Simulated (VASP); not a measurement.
Wanted: the native input for a VASP 6.6.1 run.

```yaml
Task: single point
Functional: PBE
Potentials_or_basis: VASP PAW PBE potentials, release 64 (Cd)
Cutoff: 520 eV
k_mesh: 15 × 15 × 6
Occupations: gaussian, width 0.1 eV
Spin: no spin polarisation
Dipole_correction: no
Further_INCAR_settings: ALGO = Fast; EDIFF = 1e-06; NBANDS = 25
```

The structure of Cd lies in POSCAR:

```
Cd
1.0
    3.3247709869      0.0000000000      0.0000000000
   -1.6623854934      2.8793361364      0.0000000000
    0.0000000000      0.0000000000      6.9373476967
Cd
3
Direct
    0.0000000000      0.0000000000      0.0000000000
    0.6666666667      0.3333333333      0.3333333333
    0.3333333333      0.6666666667      0.6666666667
```

This cell differs from its parent crystal: strain along c alone, the other axes held: -4.0 %.

One way to write it, as run:

INCAR

```
  ALGO = Fast
  EDIFF = 1E-6
  ENCUT = 520
  GGA = PE
  ISIF = 2
  ISMEAR = 0
  LASPH = True
  LCHARG = False
  LREAL = False
  LWAVE = False
  NBANDS = 25
  NELM = 60
  PREC = Accurate
  SIGMA = 0.1
```

KPOINTS

```
k-points
0
Gamma
  15 15 6
```

Potentials or basis: VASP PAW PBE potentials, release 64 (Cd).

Command:

```bash
$ cat potpaw_PBE.64/Cd/POTCAR > POTCAR
$ mpirun -np 1 vasp_std > vasp.out
```

Results of the run:

```
Pressure               : 2.8 GPa
Band gap on the k mesh : zero (band 18 reaches 4.35 eV, above the bottom of band 19 at 0.87 eV)
```

Caveat: the cell differs from its parent crystal (strain along c alone, the other axes held: -4.0 %).

Run time: 2.8 min on 1 thread of Intel(R) Xeon(R) Platinum 8259CL CPU @ 2.50GHz (Skylake/Cascade Lake), with other jobs on the host, peak memory 0.32 GiB.
